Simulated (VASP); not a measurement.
Here is a VASP 6.6.1 calculation.

File INCAR:

```
SYSTEM = BaTe
PREC = Accurate
ENCUT = 520
EDIFF = 1E-6
ISMEAR = 0
SIGMA = 0.01
LREAL = .FALSE.
LASPH = .TRUE.
NELM = 100
ALGO = Normal
ISIF = 2
LWAVE = .FALSE.
LCHARG = .TRUE.
GGA = CA
LELF = .TRUE.
LVHAR = .TRUE.
NBANDS = 15
```

KPOINTS

```
Automatic mesh
0
G
  4 4 4
  0 0 0
```

The input POSCAR:

```
BaTe
1.0
    0.0000000000      3.5323868249      3.5323868249
    3.5323868249      0.0000000000      3.5323868249
    3.5323868249      3.5323868249      0.0000000000
Ba Te
1 1
Direct
    0.0000000000      0.0000000000      0.0000000000
    0.5000000000      0.5000000000      0.5000000000
```

Potentials or basis: VASP PAW LDA potentials, release 64 (Ba_sv, Te).

The run is started by

```bash
$ cat potpaw_LDA.64/Ba_sv/POTCAR potpaw_LDA.64/Te/POTCAR > POTCAR
$ mpirun -np 1 vasp_std > vasp.out
```

**Question.** Estimate the pressure.

**Answer.** -2.1 GPa.

**Question.** What does it give for the band gap on the k mesh?

**Answer.** 1.44 eV, indirect (least direct gap 1.83 eV).

Caveat: spin-orbit coupling is left out, which moves the levels of the heavy elements. A k mesh can miss the band edges.
